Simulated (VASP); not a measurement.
# Lu (P6_3/mmc) in VASP: notebook, part 3 of 4

VASP 6.6.1.

## Step 6: Electric field gradients, PBE (30.22 Å³/atom)

This run uses another cell than the first one, of 30.22 Å³/atom.

INCAR

```
SYSTEM = Lu
PREC = Accurate
ENCUT = 520
EDIFF = 1E-8
ISMEAR = -1
SIGMA = 0.05
LREAL = .FALSE.
LASPH = .TRUE.
NELM = 60
ALGO = Normal
ISIF = 2
LWAVE = .FALSE.
LCHARG = .FALSE.
GGA = PE
LEFG = .TRUE.
NBANDS = 32
```

KPOINTS

```
Automatic mesh
0
G
  12 12 6
  0 0 0
```

POSCAR

```
Lu
1.0
    3.5506054886      0.0000000000      0.0000000000
   -1.7753027443      3.0749145519      0.0000000000
    0.0000000000      0.0000000000      5.5367646680
Lu
2
Direct
    0.3333333333      0.6666666667      0.2500000000
    0.6666666667      0.3333333333      0.7500000000
```

Potentials or basis: VASP PAW PBE potentials, release 64 (Lu).

The run is started by

```sh
> cat potpaw_PBE.64/Lu/POTCAR > POTCAR
> mpirun -np 1 vasp_std > vasp.out
```

OUTCAR:

```text
SYSTEM = Lu
   PREC = Accurate
   ENCUT = 520
   EDIFF = 1E-8
   ISMEAR = -1
   LREAL = .FALSE.
   LASPH = .TRUE.
   NELM = 60
   ISIF = 2
   GGA = PE

 ion  position               nearest neighbor table
   1  0.333  0.667  0.250-   2 3.44   2 3.44   2 3.44   2 3.44   2 3.44   2 3.44
   2  0.667  0.333  0.750-   1 3.44   1 3.44   1 3.44   1 3.44   1 3.44   1 3.44

  LATTYP: Found a hexagonal cell.
 ALAT       =     3.5506054886
 C/A-ratio  =     1.5593860500

  Lattice vectors:

 A1 = (   3.5506054886,   0.0000000000,   0.0000000000)
 A2 = (  -1.7753027443,   3.0749145519,   0.0000000000)
 A3 = (   0.0000000000,   0.0000000000,   5.5367646680)

Analysis of symmetry for initial positions (statically):
=====================================================================
 Subroutine PRICEL returns:
 Original cell was already a primitive cell.

 Routine SETGRP: Setting up the symmetry group for a
 hexagonal supercell.

 Subroutine GETGRP returns: Found 24 space group operations
 (whereof 12 operations were pure point group operations)
 out of a pool of 24 trial point group operations.

The static configuration has the point symmetry D_3d.
 The point group associated with its full space group is D_6h.

Analysis of symmetry for dynamics (positions and initial velocities):
=====================================================================
 Subroutine PRICEL returns:
 Original cell was already a primitive cell.

 Routine SETGRP: Setting up the symmetry group for a
 hexagonal supercell.

 Subroutine GETGRP returns: Found 24 space group operations
 (whereof 12 operations were pure point group operations)
 out of a pool of 24 trial point group operations.

The dynamic configuration has the point symmetry D_3d.
 The point group associated with its full space group is D_6h.

 Subroutine INISYM returns: Found 24 space group operations
 (whereof 12 operations are pure point group operations),
 and found     1 'primitive' translations

----------------------------------------------------------------------------------------

                                     Primitive cell

  volume of cell :      60.4493

  direct lattice vectors                    reciprocal lattice vectors
     3.550605489  0.000000000  0.000000000     0.281642104  0.162606145  0.000000000
    -1.775302744  3.074914552  0.000000000     0.000000000  0.325212289  0.000000000
     0.000000000  0.000000000  5.536764668     0.000000000  0.000000000  0.180610891

  length of vectors
     3.550605489  3.550605489  5.536764668     0.325212289  0.325212289  0.180610891

  position of ions in fractional coordinates (direct lattice)
     0.333333333  0.666666667  0.250000000
     0.666666667  0.333333333  0.750000000

  ion indices of the primitive-cell ions
   primitive index   ion index
                 1           1
                 2           2

----------------------------------------------------------------------------------------

 KPOINTS: Automatic mesh
[... 73 lines left out ...]
   NFREE  =      0    steps in history (QN), initial steepest desc. (CG)
   ISIF   =      2    stress and relaxation
   ISYM   =      2    0-nonsym 1-usesym 2-fastsym
   POTIM  = 0.5000    time-step for ionic-motion
   TEBEG  =    0.0;   TEEND  =   0.0 temperature during run
   PSTRESS=    0.0 pullay stress
   NELECT =      50.0000    total number of electrons
   NUPDOWN=      -1.0000    fix difference up-down
   EMIN   =  10.00;   EMAX   =-10.00  energy-range for DOS
   EFERMI =   0.00;   METHOD = LEGACY
   ISMEAR =    -1;   SIGMA  =   0.05  broadening in eV -4-tet -1-fermi 0-gaus
   EFERMI_NEDOS =   21; number of points for ismear=-14 and -15
   IALGO  =     38    algorithm
   IMIX   =      4    mixing-type and parameters
     AMIX     =   0.40;   BMIX     =  1.00
     AMIX_MAG =   1.60;   BMIX_MAG =  1.00
  volume/ion in A,a.u.               =      30.22       203.97
  Fermi-wavevector in a.u.,A,eV,Ry     =   1.536742  2.904021 32.131196  2.361576
  Thomas-Fermi vector in A             =   2.643348
   LORBIT       =      0    0 simple, 1 ext, 2 COOP (PROOUT), +10 PAW based schemes
   GGA     = PE    functional components
   LHFCALC =     F    Hartree Fock is set to
   AEXX    =    0.0000 exact exchange contribution
   IVDW    =     0    specifies the selected vdW correction
   LEPSILON=     F    determine dielectric tensor
   LRPA    =     F    only Hartree local field effects (RPA)
 non-spin polarized calculation
  energy-cutoff  :      520.00
  volume of cell :       60.45
 maximum number of plane-waves:      1652
 NGX is ok and might be reduce to    28
   NGX = 13   NGY = 13   NGZ = 21

 number of electron      49.9999982 magnetization

 Free energy of the ion-electron system (eV)
  ---------------------------------------------------
  ext. energy  EPLUGINS =         0.00000000
  ---------------------------------------------------
  free energy    TOTEN  =        -9.04652214 eV

  energy without entropy =       -9.01685392  energy(sigma->0) =       -9.03168803

 E-fermi :   2.0723     XC(G=0): -10.4882

 val. band max:        2.0563363412   @ k =   0.2500   0.0833   0.3333
 cond. band min:       2.0975685817   @ k =   0.1667   0.1667   0.3333
 fundamental gap:      0.0412322405
 Fermi energy:         2.0722827958

 k-point     1 :       0.0000    0.0000    0.0000
  band No.  band energies     occupation
      1     -54.1993      2.00000
      2     -54.1691      2.00000
      3     -25.1035      2.00000
      4     -24.7278      2.00000
      5     -24.7278      2.00000
      6     -24.6518      2.00000
[... 829 lines left out ...]
     31       6.6241      0.00000
     32       6.8984      0.00000

 [... further k-points ...]

------------------------ aborting loop because EDIFF is reached ----------------------------------------

  FORCE on cell =-STRESS in cart. coord.  units (eV):
  Direction    XX          YY          ZZ          XY          YZ          ZX
  --------------------------------------------------------------------------------------
  -------------------------------------------------------------------------------------
  Total       -0.5964189     -0.5964189     -0.5616360      0.0000000      0.0000000      0.0000000
  in kB      -15.8077639    -15.8077639    -14.8858627      0.0000000      0.0000000      0.0000000
  external PRESSURE =     -15.5004635 kB  Pullay stress =       0.0000000 kB

 VOLUME and BASIS-vectors are now :
 -----------------------------------------------------------------------------
  energy-cutoff  :      520.00
  volume of cell :       60.45
      direct lattice vectors                 reciprocal lattice vectors
     3.550605489  0.000000000  0.000000000     0.281642104  0.162606145  0.000000000
    -1.775302744  3.074914552  0.000000000     0.000000000  0.325212289  0.000000000
     0.000000000  0.000000000  5.536764668     0.000000000  0.000000000  0.180610891

 POSITION                                       TOTAL-FORCE (eV/Angst)
 -----------------------------------------------------------------------------------
     -0.00000      2.04994      1.38419         0.000000     -0.000000      0.000000
      1.77530      1.02497      4.15257        -0.000000      0.000000      0.000000
 -----------------------------------------------------------------------------------
    total drift:                                0.000000     -0.000000      0.000000

  FREE ENERGIE OF THE ION-ELECTRON SYSTEM (eV)
  ---------------------------------------------------
  free  energy   TOTEN  =        -9.0465221431 eV

  energy  without entropy=       -9.0168539225  energy(sigma->0) =       -9.03168803

 Electric field gradients (V/A^2)
---------------------------------------------------------------------
 ion       V_xx      V_yy      V_zz      V_xy      V_xz      V_yz
---------------------------------------------------------------------
   1     -33.278   -33.276    66.554     0.002    -0.000     0.000
   2     -33.278   -33.276    66.554     0.002     0.000    -0.000
---------------------------------------------------------------------

 Electric field gradients after diagonalization (V/A^2)
 (convention: |V_zz| > |V_xx| > |V_yy|)
----------------------------------------------------------------------
 ion       V_xx      V_yy      V_zz     asymmetry (V_yy - V_xx)/ V_zz
----------------------------------------------------------------------
   1     -33.279   -33.275    66.554       0.000
   2     -33.279   -33.275    66.554       0.000
----------------------------------------------------------------------

           NMR quadrupolar parameters

 Cq : quadrupolar parameter    Cq=e*Q*V_zz/h
 eta: asymmetry parameters     (V_yy - V_xx)/ V_zz
 Q  : nuclear electric quadrupole moment in mb (millibarn)
----------------------------------------------------------------------
 ion       Cq(MHz)       eta       Q (mb)
----------------------------------------------------------------------
   1       0.161       0.000       1.000
   2       0.161       0.000       1.000
----------------------------------------------------------------------
```

It took 6.3 min on 1 thread of Intel Xeon 8259CL, shared host; peak memory 0.26 GiB.

What came out:

| Property | Result |
| --- | --- |
| Free energy | -9.0465 eV |
| Pressure | -1.6 GPa |
| Band gap on the k mesh | zero (bands 25 and 26 overlap by 1.79 eV) |
| Largest electric field gradient by atom | Lu +66.6 V/Å² |

Electric field gradients, principal values (V/Å²):
| atom | least | middle | greatest (by size) |
| --- | --- | --- | --- |
| 1 Lu | -33.275 | -33.279 | 66.554 |
| 2 Lu | -33.275 | -33.279 | 66.554 |

Caveat: without QUAD_EFG the Cq values of the log hold for a quadrupole moment of 1 mb, not for the nuclei; spin-orbit coupling is left out, which moves the levels of the heavy elements.

(Part 3 of 4 ends here.)
